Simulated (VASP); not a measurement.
A run of VASP 6.6.1:

The input INCAR:

```
SYSTEM = Al
  PREC = Accurate
  ENCUT = 500
  EDIFF = 1E-8
  ISMEAR = -1
  SIGMA = 0.1
  LREAL = .False.
  LASPH = .True.
  NELM = 120
  ALGO = Normal
  ISIF = 2
  LWAVE = .False.
  LCHARG = .False.
  GGA = PE
  NBANDS = 8
  IBRION = 8
  NSW = 1
  GGA_COMPAT = .False.
```

KPOINTS

```
regular mesh
0
Gamma
  8 8 8
  0 0 0
```

File POSCAR:

```
Al
1.0
    0.0000000000      2.0200000000      2.0200000000
    2.0200000000      0.0000000000      2.0200000000
    2.0200000000      2.0200000000      0.0000000000
Al
1
Direct
    0.0000000000      0.0000000000      0.0000000000
```

Potentials or basis: VASP PAW PBE potentials, release 64 (Al).

Launch:

```console
$ cat potpaw_PBE.64/Al/POTCAR > POTCAR
$ mpirun -np 1 vasp_std > vasp.out
```

Hardware: 1 thread of AMD EPYC 9R45 96-Core Processor (Zen 5) (shared host).

Question: How long does it take, and how much memory?

Answer: Wall time 9 s on 1 thread of AMD EPYC 9R45 96-Core Processor (Zen 5), on a shared host, peak memory 0.12 GiB. Counts: scf iterations 24, k points 29.
